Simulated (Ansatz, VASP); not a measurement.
LuHf2O2: VASP beside Ansatz

```
Lu Hf O
1.0
     4.65906    0.00000    0.00000
    -2.32953    4.03486    0.00000
     0.00000    0.00000    4.95908
Lu Hf O
1 2 2
Direct
  0.00000 0.00000 0.50000
  0.33333 0.66667 0.50000
  0.66667 0.33333 0.50000
  0.33333 0.66667 0.00000
  0.66667 0.33333 0.00000
```

Alike in both runs: task single point; functional PBE; k mesh 6 × 6 × 4; occupations gaussian, width 0.1 eV; no spin polarisation.

```csv
,VASP,Ansatz
version,VASP 6.6.1,Ansatz 0.2.0
potentials or method,"VASP PAW PBE potentials, release 64 (Lu, Hf_pv, O), cutoff 520 eV","scalar-relativistic, plane waves, PAW"
valence electrons in the cell,57,89
```

VASP gave:

```
gap on the k mesh at the Fermi level (eV)                     : none
pressure (GPa)                                                : 8.5
traceless stress, the component that is largest in VASP (GPa) : -65.58
```

Question: What did Ansatz give for the same quantities?

Answer: gap on the k mesh at the Fermi level (eV): none; pressure (GPa): 8.9; traceless stress, the component that is largest in VASP (GPa): -65.45.

A gap of «none» marks a metal or a gap that the smearing closes. VASP's potentials hold 57 valence electrons a cell and Ansatz's 89, so a difference there can come from the potentials and not from the codes.

Neither program's run includes spin-orbit coupling.
